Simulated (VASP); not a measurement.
Crystal: PtSe2 (fluorite type).

```
Pt Se
1.0
     0.00000    2.88997    2.88997
     2.88997    0.00000    2.88997
     2.88997    2.88997    0.00000
Pt Se
1 2
Direct
  0.00000 0.00000 0.00000
  0.25000 0.25000 0.25000
  0.75000 0.75000 0.75000
```

| Item | Value |
| --- | --- |
| Program | VASP 6.6.1 |
| Task | relaxation of cell and atoms |
| Functional | PBE |
| Potentials or basis | VASP PAW PBE potentials, release 64 (Pt, Se) |
| Cutoff | 600 eV |
| k mesh | 10 × 10 × 10 |
| Occupations | fermi-dirac, width 0.05 eV |
| Spin | no spin polarisation |

At the start: pressure 50.0 GPa; volume 16.09 Å³/atom.

Q: Where does the relaxation end?

A: Over 6 steps the energy falls by 569.6 meV/atom and the volume is 20.73 Å³/atom (+28.8 %); space group Fm-3m (No. 225, to 0.1 Å) before and after.

Step by step:
| step | energy change (eV) | largest force (eV/Å) | pressure (GPa) | volume (Å³) |
| --- | --- | --- | --- | --- |
| 1 | 0.0000 | 0.0000 | 50.04 | 48.27 |
| 2 | 0.5338 | 0.0000 | -15.64 | 92.59 |
| 3 | -1.6962 | 0.0000 | -2.53 | 63.76 |
| 4 | -1.7075 | 0.0000 | -0.88 | 62.71 |
| 5 | -1.7089 | 0.0000 | 0.04 | 62.18 |
| 6 | -1.7089 | 0.0000 | 0.03 | 62.18 |

Final structure:
```yaml
crystal:
  lattice:
    - [0.00000, 3.14438, 3.14438]
    - [3.14438, 0.00000, 3.14438]
    - [3.14438, 3.14438, 0.00000]
  atoms:
    - { symbol: Pt, position: [0.00000, 0.00000, 0.00000] }
    - { symbol: Se, position: [0.25000, 0.25000, 0.25000] }
    - { symbol: Se, position: [0.75000, 0.75000, 0.75000] }
```

Caveat: the volume moved by over 15 % at a fixed basis, so the end points are rough.
